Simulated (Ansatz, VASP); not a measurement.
**CdS in VASP and in Ansatz**

```xyz
2
Lattice="0.0452 2.7357 2.7357 2.7357 0.0452 2.7357 2.7357 2.7357 0.0452" Properties=species:S:1:pos:R:3 pbc="T T T"
Cd    0.0000    0.0000    0.0000
S     2.7584    2.7584    2.7584
```

Change from the starting cell: epitaxial_111 strain -1.3%.

Alike in both runs: task single point; functional r2SCAN; k mesh 8 × 8 × 8; no spin polarisation.

|  | VASP | Ansatz |
| --- | --- | --- |
| version | VASP 6.6.1 | Ansatz 0.2.0 |
| potentials or method | VASP PAW PBE potentials, release 64 (Cd, S) | plane waves, PAW |
| plane-wave cutoff (eV) | 520 | 500 |
| occupations | gaussian, width 0.01 eV | fixed |
| valence electrons in the cell | 18 | 26 |

|  | VASP | Ansatz | Ansatz less VASP |
| --- | --- | --- | --- |
| gap on the k mesh at the Fermi level (eV) | 0.67 | 0.69 | +0.018 |
| pressure (GPa) | 1.8 | 1.3 | -0.51 |
| traceless stress, the component that is largest in VASP (GPa) | -0.63 | -0.64 | -0.007 |

VASP's potentials were made for PBE, not for r2SCAN. VASP's potentials hold 18 valence electrons a cell and Ansatz's 26, so a difference there can come from the potentials and not from the codes.
